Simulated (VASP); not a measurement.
# ZnCu (Pm-3m) in VASP: notebook, part 2 of 2

VASP 6.6.1. Earlier steps stand in the parts before.

### 5 Single point, PBE (volume scaled by 1.02)

The input, INCAR:

```
SYSTEM = ZnCu
PREC     = Accurate       ! precision mode
ENCUT    = 520            ! plane-wave cutoff, eV
EDIFF    = 1E-6           ! SCF threshold, eV
ISMEAR   = -1             ! smearing method
SIGMA    = 0.05           ! smearing width, eV
LREAL    = .False.        ! projectors in reciprocal space
LASPH    = .True.         ! aspherical terms in the spheres
NELM     = 60             ! most SCF steps
ALGO     = Normal         ! electronic algorithm
ISIF     = 2              ! what is computed and relaxed
LWAVE    = .False.        ! write WAVECAR
LCHARG   = .True.         ! write CHGCAR
GGA      = PE             ! functional
LELF     = .True.         ! ELF
LVHAR    = .True.       
NBANDS   = 18             ! bands
```

The input, KPOINTS:

```
Automatic mesh
0
Gamma
  14 14 14
  0 0 0
```

The input, POSCAR:

```
ZnCu
1.0
    2.9645038796      0.0000000000      0.0000000000
    0.0000000000      2.9645038796      0.0000000000
    0.0000000000      0.0000000000      2.9645038796
Zn Cu
1 1
Direct
    0.5000000000      0.5000000000      0.5000000000
    0.0000000000      0.0000000000      0.0000000000
```

Potentials or basis: VASP PAW PBE potentials, release 64 (Zn, Cu).

Run with:

```
$ cat potpaw_PBE.64/Zn/POTCAR potpaw_PBE.64/Cu/POTCAR > POTCAR
$ mpirun -np 1 vasp_std > vasp.out
```

OUTCAR:

```text
SYSTEM = ZnCu
   PREC = Accurate
   ENCUT = 520
   EDIFF = 1E-6
   ISMEAR = -1
   LREAL = .False.
   LASPH = .True.
   NELM = 60
   ISIF = 2
   GGA = PE

 ion  position               nearest neighbor table
   1  0.500  0.500  0.500-   2 2.57   2 2.57   2 2.57   2 2.57   2 2.57   2 2.57   2 2.57   2 2.57

   2  0.000  0.000  0.000-   1 2.57   1 2.57   1 2.57   1 2.57   1 2.57   1 2.57   1 2.57   1 2.57

  LATTYP: Found a simple cubic cell.
 ALAT       =     2.9645038796

  Lattice vectors:

 A1 = (   2.9645038796,   0.0000000000,   0.0000000000)
 A2 = (   0.0000000000,   2.9645038796,   0.0000000000)
 A3 = (   0.0000000000,   0.0000000000,   2.9645038796)

Analysis of symmetry for initial positions (statically):
=====================================================================
 Subroutine PRICEL returns:
 Original cell was already a primitive cell.

 Routine SETGRP: Setting up the symmetry group for a
 simple cubic supercell.

 Subroutine GETGRP returns: Found 48 space group operations
 (whereof 48 operations were pure point group operations)
 out of a pool of 48 trial point group operations.
[... 156 lines left out ...]
  ---------------------------------------------------
  ext. energy  EPLUGINS =         0.00000000
  ---------------------------------------------------
  free energy    TOTEN  =        -5.01799050 eV

  energy without entropy =       -5.01499868  energy(sigma->0) =       -5.01649459

 E-fermi :   5.3687     XC(G=0): -12.2915

 val. band max:        5.2881162063   @ k =   0.5000   0.5000   0.2143
 cond. band min:       5.3805958720   @ k =   0.4286   0.3571   0.2143
 fundamental gap:      0.0924796656
 Fermi energy:         5.3686782332

 k-point     1 :       0.0000    0.0000    0.0000
  band No.  band energies     occupation
      1      -4.8316      2.00000
      2      -2.4313      2.00000
      3      -2.4313      2.00000
      4      -1.7681      2.00000
      5      -1.7681      2.00000
      6      -1.7681      2.00000
[... 481 lines left out ...]
      5      -1.8176      2.00000
      6      -1.2575      2.00000
[... 10 lines left out ...]
     17      20.9433      0.00000
     18      21.9018      0.00000

 [... further k-points ...]
[... 5 lines left out ...]
  --------------------------------------------------------------------------------------
  -------------------------------------------------------------------------------------
  Total        0.0600449      0.0600449      0.0600449     -0.0000000     -0.0000000     -0.0000000
  in kB        3.6925874      3.6925874      3.6925874     -0.0000000     -0.0000000     -0.0000000
  external PRESSURE =       3.6925874 kB  Pullay stress =       0.0000000 kB

 VOLUME and BASIS-vectors are now :
 -----------------------------------------------------------------------------
  energy-cutoff  :      520.00
  volume of cell :       26.05
      direct lattice vectors                 reciprocal lattice vectors
     2.964503880  0.000000000  0.000000000     0.337324571  0.000000000  0.000000000
     0.000000000  2.964503880  0.000000000     0.000000000  0.337324571  0.000000000
     0.000000000  0.000000000  2.964503880     0.000000000  0.000000000  0.337324571

 POSITION                                       TOTAL-FORCE (eV/Angst)
 -----------------------------------------------------------------------------------
      1.48225      1.48225      1.48225         0.000000      0.000000      0.000000
      0.00000      0.00000      0.00000         0.000000      0.000000      0.000000
 -----------------------------------------------------------------------------------
    total drift:                                0.000000      0.000000     -0.000000

  FREE ENERGIE OF THE ION-ELECTRON SYSTEM (eV)
  ---------------------------------------------------
  free  energy   TOTEN  =        -5.0179905044 eV

  energy  without entropy=       -5.0149986838  energy(sigma->0) =       -5.01649459
```

OSZICAR:

```text
N       E                     dE             d eps       ncg     rms          rms(c)
DAV:   1     0.110506629944E+03    0.11051E+03   -0.11360E+04  4712   0.210E+03
DAV:   2    -0.164082975320E+01   -0.11215E+03   -0.10763E+03  4342   0.294E+02
DAV:   3    -0.604328885235E+01   -0.44025E+01   -0.43724E+01  4888   0.722E+01
DAV:   4    -0.607917056625E+01   -0.35882E-01   -0.35871E-01  4944   0.603E+00
DAV:   5    -0.607966756532E+01   -0.49700E-03   -0.49698E-03  4828   0.729E-01    0.936E+00
DAV:   6    -0.596675203243E+01    0.11292E+00   -0.14524E+01  4608   0.899E+01    0.608E+00
DAV:   7    -0.502766465631E+01    0.93909E+00   -0.31846E+00  4664   0.849E+01    0.216E+00
DAV:   8    -0.502635249249E+01    0.13122E-02   -0.13196E-01  5958   0.481E+00    0.118E+00
DAV:   9    -0.501800939294E+01    0.83431E-02   -0.11342E-02  4844   0.234E+00    0.589E-02
DAV:  10    -0.501800348648E+01    0.59065E-05   -0.76146E-04  6630   0.582E-01    0.506E-02
DAV:  11    -0.501799234696E+01    0.11140E-04   -0.11253E-04  5064   0.300E-01    0.936E-03
DAV:  12    -0.501799071341E+01    0.16336E-05   -0.90934E-06  5212   0.634E-02    0.752E-04
DAV:  13    -0.501799050436E+01    0.20905E-06   -0.26602E-07  2350   0.618E-03
   1 F= -.50179905E+01 E0= -.50164946E+01  d E =-.299182E-02
```

It took 19 s on 1 thread of Intel Xeon Platinum 8559C (Emerald Rapids), shared host; peak memory 0.18 GiB.

Results:

| Item | Value |
| --- | --- |
| Free energy | -5.0180 eV |
| Pressure | 0.4 GPa |

### 6 Single point, PBE (volume scaled by 1.06)

The input, INCAR:

```
PREC = Accurate
ENCUT = 520
EDIFF = 1E-6
ISMEAR = -1
SIGMA = 0.05
LREAL = False
LASPH = True
NELM = 60
ALGO = Normal
ISIF = 2
LWAVE = False
LCHARG = False
GGA = PE
NBANDS = 18
```

The input, KPOINTS:

```
regular mesh
0
Gamma
  14 14 14
```

The input, POSCAR:

```
ZnCu
1.0
    3.0027597620      0.0000000000      0.0000000000
    0.0000000000      3.0027597620      0.0000000000
    0.0000000000      0.0000000000      3.0027597620
Zn Cu
1 1
Direct
    0.5000000000      0.5000000000      0.5000000000
    0.0000000000      0.0000000000      0.0000000000
```

Potentials or basis: VASP PAW PBE potentials, release 64 (Zn, Cu).

Run with:

```
$ cat potpaw_PBE.64/Zn/POTCAR potpaw_PBE.64/Cu/POTCAR > POTCAR
$ mpirun -np 1 vasp_std > vasp.out
```

Run time: 19 s. Hardware: 1 thread of Intel Xeon Platinum 8559C (Emerald Rapids), shared host; peak memory 0.18 GiB.

The run converged. Its results:

| Property | Result |
| --- | --- |
| Free energy | -5.0074 eV |
| Pressure | -3.7 GPa |

Levels at points of the mesh, in eV from the Fermi level:
| k point | band 9 | band 10 | band 11 | band 12 | band 13 | band 14 | band 15 | band 16 |
| --- | --- | --- | --- | --- | --- | --- | --- | --- |
| (0.00, 0.00, 0.00) | -2.65 | -2.65 | -2.65 | 6.02 | 6.02 | 6.02 | 10.89 | 10.89 |
| (0.50, 0.00, 0.00) | -3.14 | -3.14 | -2.70 | -1.97 | 11.20 | 11.20 | 11.85 | 11.85 |
| (0.50, 0.50, 0.00) | -2.79 | -2.42 | -1.72 | -1.72 | 1.50 | 1.88 | 13.31 | 15.04 |
| (0.50, 0.50, 0.50) | -2.41 | -2.41 | 3.43 | 4.20 | 4.20 | 4.20 | 4.32 | 4.32 |

### 7 Summary

```tsv
level	cell	k mesh	gap on the mesh (eV)	pressure (GPa)
PBE	a = 2.885 Å, 2 atoms	14 × 14 × 14	none	11.8
PBE+D4	a = 2.885 Å, 2 atoms	14 × 14 × 14, shifted	none	6.1
PBE	a = 2.925 Å, 2 atoms	14 × 14 × 14	none	5.5
PBE	a = 2.965 Å, 2 atoms	14 × 14 × 14	none	0.4
PBE	a = 3.003 Å, 2 atoms	14 × 14 × 14	none	-3.7
```

Alike in all rows: task single point; potentials or basis VASP PAW PBE potentials, release 64 (Zn, Cu); no spin polarisation; cutoff (eV) 520; smearing fermi-dirac 0.05 eV.

Caveats: pairwise dispersion overbinds metals, which lowers pressure and volume (some runs).

Total energies depend on the potentials used, so only differences within one code and one set of settings carry meaning.
